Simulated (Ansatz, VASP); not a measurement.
**SiC4 in VASP and in Ansatz**

INCAR

```
PREC     = Accurate       # precision mode
ENCUT    = 520            # plane-wave cutoff, eV
EDIFF    = 1E-6           # SCF threshold, eV
ISMEAR   = 0              # smearing method
SIGMA    = 0.1            # smearing width, eV
LREAL    = F              # projectors in reciprocal space
LASPH    = T              # aspherical terms in the spheres
NELM     = 150            # most SCF steps
ALGO     = Normal         # electronic algorithm
ISIF     = 2              # what is computed and relaxed
LWAVE    = F              # write WAVECAR
LCHARG   = F              # write CHGCAR
ISPIN    = 2              # spin polarisation
MAGMOM   = 0 1 1 1 1      # initial moments
LORBIT   = 11             # projections on sites
GGA      = PE             # functional
NBANDS   = 22             # bands
```

The input KPOINTS:

```
regular mesh
0
Gamma
  6 6 6
```

Contents of POSCAR:

```
SiC4
1.0
    1.6881273200      0.9746407600      5.5134007400
   -1.6881273200      0.9746407600      5.5134007400
    0.0000000000     -1.9492815300      5.5134007400
Si C
1 4
Direct
    0.0000000000      0.0000000000      0.0000000000
    0.6250000000      0.6250000000      0.6250000000
    0.1250000000      0.1250000000      0.1250000000
    0.8750000000      0.8750000000      0.8750000000
    0.3750000000      0.3750000000      0.3750000000
```

Input for Ansatz:

```yaml
crystal:
  lattice:
    - [1.68812732, 0.97464076, 5.51340074]
    - [-1.68812732, 0.97464076, 5.51340074]
    - [0.0, -1.94928153, 5.51340074]
  atoms:
    - { symbol: Si, position: [0.0, 0.0, 0.0] }
    - { symbol: C, position: [0.625, 0.625, 0.625], spin: 1.0 }
    - { symbol: C, position: [0.125, 0.125, 0.125], spin: 1.0 }
    - { symbol: C, position: [0.875, 0.875, 0.875], spin: 1.0 }
    - { symbol: C, position: [0.375, 0.375, 0.375], spin: 1.0 }
basis:
  ecutwfc: 420
kpoints:
  mp_grid: { grid: [6, 6, 6] }
hamiltonian:
  xc: pbe
scf:
  occupations: { method: gaussian, width: 0.1 }
  lower_state_search: "off"
output:
  forces: true
  stress: true
  eigenvalues: true
  populations: true
magnetization:
  spin_polarized: true
```

Change from the starting cell: ordered vacancies on the cation sites of fluorite (R-3m, No. 166).

Alike in both runs: task single point; functional PBE; k mesh 6 × 6 × 6; occupations gaussian, width 0.1 eV; collinear spin.

|  | VASP | Ansatz |
| --- | --- | --- |
| version | VASP 6.6.1 | Ansatz 0.2.0 |
| potentials or method | VASP PAW PBE potentials, release 64 (Si, C), cutoff 520 eV | scalar-relativistic, plane waves, PAW |
| valence electrons in the cell | 20 | 20 |

```tsv
	VASP	Ansatz	Ansatz less VASP
gap on the k mesh at the Fermi level (eV)	none	none	-
pressure (GPa)	-23.0	-23.0	+0.01
traceless stress, the component that is largest in VASP (GPa)	0.44	0.43	-0.009
rms of the force components (eV/Å)	0.509	0.508	-0.0010
net moment per atom (μB)	0.00	0.00	0.000
```

Atom by atom the forces differ by 0.001 eV/Å (rms over components). A gap of «none» marks a metal or a gap that the smearing closes. Ansatz's warnings: seeded moment not kept.

The k mesh is coarse, so the values compare programs but aren't converged.
